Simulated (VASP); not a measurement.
Runs of VASP 6.6.1 on MgO3 (ReO3 type). The structure is that of space group Pm-3m (No. 221), or close to it. The cells are those of the table. 

```csv
cell,k mesh,cutoff (eV),gap on the mesh (eV),pressure (GPa)
"a = 3.961 Å, 4 atoms",27 × 27 × 27,520,none,-0.3
"a = 3.934 Å, 4 atoms",14 × 14 × 14,600,none,(a)
"a = 3.880 Å, 4 atoms",14 × 14 × 14,600,none,3.8
"a = 3.987 Å, 4 atoms",27 × 27 × 27,520,none,(b)
"a = 3.907 Å, 4 atoms",14 × 14 × 14,600,none,2.2
```

Alike in all rows: task single point; level PBE; potentials or basis VASP PAW PBE potentials, release 64 (Mg, O); no spin polarisation; smearing fermi-dirac 0.0612256 eV.

**Question.** Fill in the values left out.

**Answer.** (a) 0.8; (b) -1.4.

A gap of «none» marks levels without a gap at the run's occupations.
